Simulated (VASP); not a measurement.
# InSb3 (Pm-3m) in VASP: further runs

The runs below take InSb3 through single point, relaxation of volume and atoms at fixed shape, with PBE.

All numbers are computed with VASP 6.6.1; they aren't measurements. Logs are shortened: lines on timing, memory, paths and dates and some standing lists are left out, and cuts for length are marked.

## Step 1: The cell of the first run

The structure is cubic, space group Pm-3m (No. 221). Conventional cell: a = 4.814 Å, b = 4.814 Å, c = 4.814 Å, α = 90.00°, β = 90.00°, γ = 90.00°. Within 4.5 Å of In (site symmetry m-3m) lie 12 Sb at 3.40 Å. Within 4.5 Å of Sb (site symmetry 4/mmm) lie 4 In at 3.40 Å and 8 Sb at 3.40 Å.

## Step 2: Single point, PBE

File INCAR:

```
PREC = Accurate
ENCUT = 520
EDIFF = 1E-7
ISMEAR = -1
SIGMA = 0.02
LREAL = F
LASPH = T
NELM = 100
ALGO = Normal
ISIF = 2
LWAVE = F
LCHARG = F
GGA = PE
NBANDS = 22
```

File KPOINTS:

```
regular mesh
0
Gamma
  10 10 10
```

File POSCAR:

```
InSb3
1.0
    4.8140709933      0.0000000000      0.0000000000
    0.0000000000      4.8140709933      0.0000000000
    0.0000000000      0.0000000000      4.8140709933
In Sb
1 3
Direct
    0.0000000000      0.0000000000      0.0000000000
    0.5000000000      0.0000000000      0.5000000000
    0.0000000000      0.5000000000      0.5000000000
    0.5000000000      0.5000000000      0.0000000000
```

Potentials or basis: VASP PAW PBE potentials, release 64 (In_d, Sb).

Run with:

```console
cat potpaw_PBE.64/In_d/POTCAR potpaw_PBE.64/Sb/POTCAR > POTCAR
mpirun -np 1 vasp_std > vasp.out
```

OUTCAR:

```text
PREC = Accurate
   ENCUT = 520
   EDIFF = 1E-7
   ISMEAR = -1
   LREAL = F
   LASPH = T
   NELM = 100
   ISIF = 2
   GGA = PE

 ion  position               nearest neighbor table
   1  0.000  0.000  0.000-   2 3.40   3 3.40   4 3.40   2 3.40   3 3.40   3 3.40   4 3.40   3 3.40
                             2 3.40   4 3.40   2 3.40   4 3.40
   2  0.500  0.000  0.500-   1 3.40   3 3.40   4 3.40   1 3.40   4 3.40   3 3.40   4 3.40   4 3.40
                             1 3.40   3 3.40   1 3.40   3 3.40
   3  0.000  0.500  0.500-   1 3.40   2 3.40   4 3.40   1 3.40   4 3.40   1 3.40   2 3.40   1 3.40
                             2 3.40   4 3.40   4 3.40   2 3.40
   4  0.500  0.500  0.000-   1 3.40   2 3.40   3 3.40   2 3.40   3 3.40   1 3.40   2 3.40   2 3.40
                             1 3.40   3 3.40   3 3.40   1 3.40

  LATTYP: Found a simple cubic cell.
 ALAT       =     4.8140709933

  Lattice vectors:

 A1 = (   4.8140709933,   0.0000000000,   0.0000000000)
 A2 = (   0.0000000000,   4.8140709933,   0.0000000000)
 A3 = (   0.0000000000,   0.0000000000,   4.8140709933)

Analysis of symmetry for initial positions (statically):
=====================================================================
 Subroutine PRICEL returns:
 Original cell was already a primitive cell.

 Routine SETGRP: Setting up the symmetry group for a
 simple cubic supercell.

 Subroutine GETGRP returns: Found 48 space group operations
 (whereof 48 operations were pure point group operations)
 out of a pool of 48 trial point group operations.

The static configuration has the point symmetry O_h .

Analysis of symmetry for dynamics (positions and initial velocities):
=====================================================================
 Subroutine PRICEL returns:
 Original cell was already a primitive cell.

 Routine SETGRP: Setting up the symmetry group for a
 simple cubic supercell.

 Subroutine GETGRP returns: Found 48 space group operations
 (whereof 48 operations were pure point group operations)
 out of a pool of 48 trial point group operations.

The dynamic configuration has the point symmetry O_h .

 Subroutine INISYM returns: Found 48 space group operations
 (whereof 48 operations are pure point group operations),
 and found     1 'primitive' translations

----------------------------------------------------------------------------------------

                                     Primitive cell

  volume of cell :     111.5674

  direct lattice vectors                    reciprocal lattice vectors
[... 88 lines left out ...]
   LASPH  =      T    aspherical Exc in radial PAW
   ENCUT  =  520.0 eV  38.22 Ry    6.18 a.u.   8.95  8.95  8.95*2*pi/ulx,y,z
   NELM   =    100;   NELMIN=  2; NELMDL= -5     # of ELM steps
   EDIFF  = 0.1E-06   stopping-criterion for ELM
   LREAL  =      F    real-space projection
   EDIFFG = 0.1E-05   stopping-criterion for IOM
   NSW    =      0    number of steps for IOM
   IBRION =     -1    ionic relax: 0-MD 1-quasi-New 2-CG
   NFREE  =      0    steps in history (QN), initial steepest desc. (CG)
   ISIF   =      2    stress and relaxation
   ISYM   =      2    0-nonsym 1-usesym 2-fastsym
   POTIM  = 0.5000    time-step for ionic-motion
   TEBEG  =    0.0;   TEEND  =   0.0 temperature during run
   PSTRESS=    0.0 pullay stress
   NELECT =      28.0000    total number of electrons
   NUPDOWN=      -1.0000    fix difference up-down
   EMIN   =  10.00;   EMAX   =-10.00  energy-range for DOS
   EFERMI =   0.00;   METHOD = LEGACY
   ISMEAR =    -1;   SIGMA  =   0.02  broadening in eV -4-tet -1-fermi 0-gaus
   EFERMI_NEDOS =   21; number of points for ismear=-14 and -15
   IALGO  =     38    algorithm
   IMIX   =      4    mixing-type and parameters
     AMIX     =   0.40;   BMIX     =  1.00
     AMIX_MAG =   1.60;   BMIX_MAG =  1.00
  volume/ion in A,a.u.               =      27.89       188.22
  Fermi-wavevector in a.u.,A,eV,Ry     =   1.032639  1.951404 14.508470  1.066342
  Thomas-Fermi vector in A             =   2.166846
   LORBIT       =      0    0 simple, 1 ext, 2 COOP (PROOUT), +10 PAW based schemes
   GGA     = PE    functional components
   LHFCALC =     F    Hartree Fock is set to
   AEXX    =    0.0000 exact exchange contribution
   IVDW    =     0    specifies the selected vdW correction
   LEPSILON=     F    determine dielectric tensor
   LRPA    =     F    only Hartree local field effects (RPA)
 non-spin polarized calculation
  energy-cutoff  :      520.00
  volume of cell :      111.57
 maximum number of plane-waves:      3036
 NGX is ok and might be reduce to    36
   NGX = 17   NGY = 17   NGZ = 17

 number of electron      28.0000007 magnetization

 Free energy of the ion-electron system (eV)
  ---------------------------------------------------
  ext. energy  EPLUGINS =         0.00000000
  ---------------------------------------------------
  free energy    TOTEN  =       -14.25406318 eV

  energy without entropy =      -14.25218777  energy(sigma->0) =      -14.25312548

 E-fermi :   7.6800     XC(G=0): -10.0404

 val. band max:        7.6685048229   @ k =   0.4000   0.4000   0.1000
 cond. band min:       7.7341951447   @ k =   0.4000   0.1000   0.1000
 fundamental gap:      0.0656903218
 Fermi energy:         7.6799899979

 k-point     1 :       0.0000    0.0000    0.0000
  band No.  band energies     occupation
      1      -6.7298      2.00000
      2      -6.7298      2.00000
      3      -6.7144      2.00000
      4      -6.7144      2.00000
      5      -6.7144      2.00000
      6      -4.3617      2.00000
[... 589 lines left out ...]
     21      13.0485      0.00000
     22      13.5759      0.00000

 [... further k-points ...]
[... 5 lines left out ...]
  --------------------------------------------------------------------------------------
  -------------------------------------------------------------------------------------
  Total       -0.0616930     -0.0616930     -0.0616930      0.0000000     -0.0000000      0.0000000
  in kB       -0.8859489     -0.8859489     -0.8859489      0.0000000     -0.0000000      0.0000000
  external PRESSURE =      -0.8859489 kB  Pullay stress =       0.0000000 kB

 VOLUME and BASIS-vectors are now :
 -----------------------------------------------------------------------------
  energy-cutoff  :      520.00
  volume of cell :      111.57
      direct lattice vectors                 reciprocal lattice vectors
     4.814070993  0.000000000  0.000000000     0.207724398  0.000000000  0.000000000
     0.000000000  4.814070993  0.000000000     0.000000000  0.207724398  0.000000000
     0.000000000  0.000000000  4.814070993     0.000000000  0.000000000  0.207724398

 POSITION                                       TOTAL-FORCE (eV/Angst)
 -----------------------------------------------------------------------------------
      0.00000      0.00000      0.00000         0.000000      0.000000      0.000000
      2.40704      0.00000      2.40704         0.000000      0.000000      0.000000
      0.00000      2.40704      2.40704         0.000000      0.000000      0.000000
      2.40704      2.40704      0.00000         0.000000      0.000000      0.000000
 -----------------------------------------------------------------------------------
    total drift:                               -0.000000     -0.000000     -0.000000

  FREE ENERGIE OF THE ION-ELECTRON SYSTEM (eV)
  ---------------------------------------------------
  free  energy   TOTEN  =       -14.2540631847 eV

  energy  without entropy=      -14.2521877662  energy(sigma->0) =      -14.25312548
```

stdout:

```text
POSCAR found type information on POSCAR InSb
 POSCAR found :  2 types and       4 ions
 scaLAPACK will be used
 LDA part: xc-table for (Slater+PW92), standard interpolation
 POSCAR, INCAR and KPOINTS ok, starting setup
 FFT: planning ... GRIDC
 FFT: planning ... GRID_SOFT
 FFT: planning ... GRID
 WAVECAR not read
 entering main loop
```

It took 1.8 min on 1 thread of Intel Xeon Platinum 8375C at 2.90GHz (Ice Lake), shared host; peak memory 0.28 GiB.

What came out:

```yaml
Free_energy: -14.2541 eV
Pressure: -0.1 GPa
Band_gap_on_the_k_mesh: zero (band 14 reaches 11.24 eV, above the bottom of band 15 at 6.68 eV)
```

Levels at points of the mesh, in eV from the Fermi level:
```csv
k point,band 10,band 11,band 12,band 13,band 14,band 15,band 16,band 17,band 18,band 19
"(0.00, 0.00, 0.00)",-4.17,-4.17,-3.47,0.54,0.54,0.54,1.82,1.82,1.82,4.81
"(0.50, 0.00, 0.00)",-2.80,-2.80,-1.98,-1.98,-1.00,-0.75,2.07,2.24,2.24,2.51
"(0.50, 0.50, 0.00)",-2.39,-1.53,-1.53,-1.26,-1.00,-1.00,-0.36,1.17,3.32,3.54
"(0.50, 0.50, 0.50)",-4.84,-4.84,-4.84,-4.66,3.56,3.56,3.64,3.64,3.64,6.46
```

Caveat: spin-orbit coupling is left out, which moves the levels of the heavy elements.

## Step 3: Relaxation of volume and atoms at fixed shape, PBE

This run uses another cell than the first one, of 27.76 Å³/atom, 0.995 times its volume.

File INCAR:

```
PREC = Accurate
ENCUT = 600
EDIFF = 1E-6
ISMEAR = -1
SIGMA = 0.02
LREAL = False
LASPH = True
NELM = 100
ALGO = Normal
ISIF = 8
LWAVE = False
LCHARG = False
GGA = PE
IBRION = 2
NSW = 80
EDIFFG = -0.02
```

File KPOINTS:

```
Automatic mesh
0
Gamma
  10 10 10
```

File POSCAR:

```
InSb3
1.0
    4.8063700000      0.0000000000      0.0000000000
    0.0000000000      4.8063700000      0.0000000000
    0.0000000000      0.0000000000      4.8063700000
In Sb
1 3
Direct
    0.0000000000      0.0000000000      0.0000000000
    0.5000000000      0.0000000000      0.5000000000
    0.0000000000      0.5000000000      0.5000000000
    0.5000000000      0.5000000000      0.0000000000
```

Potentials or basis: VASP PAW PBE potentials, release 64 (In_d, Sb).

Run with:

```console
cat potpaw_PBE.64/In_d/POTCAR potpaw_PBE.64/Sb/POTCAR > POTCAR
mpirun -np 1 vasp_std > vasp.out
```

Run time: 3.2 min. Hardware: 1 thread of Intel Xeon Platinum 8375C at 2.90GHz (Ice Lake), shared host; peak memory 0.34 GiB.

It converged, with:

| Quantity | Value |
| --- | --- |
| Free energy | -14.2541 eV |
| Relaxed volume | 27.88 Å³/atom |
| Relaxed cell | a = 4.814 Å, b = 4.814 Å, c = 4.814 Å, α = 90.00°, β = 90.00°, γ = 90.00° |
| Space group after relaxing (to 0.05 Å) | Pm-3m (No. 221) |
| Energy gained by relaxing | 0.0 meV/atom |
| Ionic steps | 2 |
| Pressure after relaxing | -0.1 GPa |
| Band gap on the k mesh | zero (band 14 reaches 11.24 eV, above the bottom of band 15 at 6.68 eV) |

The path:
```tsv
step	energy change (eV)	largest force (eV/Å)	pressure (GPa)	volume (Å³)
1	0.0000	0.0000	0.18	111.03
2	-0.0002	0.0000	-0.06	111.53
```

Final structure:
```cif
data_structure
_symmetry_space_group_name_H-M 'P 1'
_symmetry_Int_Tables_number 1
_cell_length_a 4.8136
_cell_length_b 4.8136
_cell_length_c 4.8136
_cell_angle_alpha 90.000
_cell_angle_beta 90.000
_cell_angle_gamma 90.000
_cell_volume 111.53
loop_
_atom_site_label
_atom_site_type_symbol
_atom_site_fract_x
_atom_site_fract_y
_atom_site_fract_z
_atom_site_occupancy
In1 In 0.00000 0.00000 0.00000 1
Sb1 Sb 0.50000 0.00000 0.50000 1
Sb2 Sb 0.00000 0.50000 0.50000 1
Sb3 Sb 0.50000 0.50000 0.00000 1
```

Levels at points of the mesh, in eV from the Fermi level:
```csv
k point,band 10,band 11,band 12,band 13,band 14,band 15,band 16,band 17,band 18
"(0.00, 0.00, 0.00)",-4.17,-4.17,-3.47,0.54,0.54,0.54,1.82,1.82,1.82
"(0.50, 0.00, 0.00)",-2.80,-2.80,-1.98,-1.98,-1.00,-0.76,2.07,2.24,2.24
"(0.50, 0.50, 0.00)",-2.39,-1.53,-1.53,-1.26,-1.01,-1.01,-0.36,1.17,3.33
"(0.50, 0.50, 0.50)",-4.84,-4.84,-4.84,-4.66,3.56,3.56,3.64,3.64,3.64
```

Caveat: spin-orbit coupling is left out, which moves the levels of the heavy elements.
